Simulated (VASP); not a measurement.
TiCo3:

```
CELL_PARAMETERS angstrom
3.61400 0.00000 0.00000
0.00000 3.61400 0.00000
0.00000 0.00000 3.61400
ATOMIC_POSITIONS crystal
Ti 0.00000 0.00000 0.00000
Co 0.00000 0.50000 0.50000
Co 0.50000 0.00000 0.50000
Co 0.50000 0.50000 0.00000
```

Base run:

```yaml
Program: VASP 6.6.1
Functional: PBEsol
Potentials_or_basis: VASP PAW PBE potentials, release 64 (Ti_sv, Co)
Cutoff: 520 eV
k_mesh: 12 × 12 × 12
Occupations: fermi-dirac, width 0.01 eV
Spin: collinear spin, ferrimagnetic start
Starting_moments: "[-0.42, 1.21, 1.21, 1.21] μB"
```

Its results: pressure -15.5 GPa; net moment -0.01 μB per cell.

Problem. The run is repeated on the same cell with these changes: occupations from fermi-dirac, width 0.01 eV to fermi-dirac, width 0.8 eV. What comes out?

Solution. Pressure 6.9 GPa; net moment 0.00 μB per cell.

Caveats: the PAW data sets were made with another functional, which shifts forces and pressure a little; the cell stands under tension (at least some runs); the cell stands under pressure (at least some runs); so wide a smearing shifts energies and pressures (at least some runs).
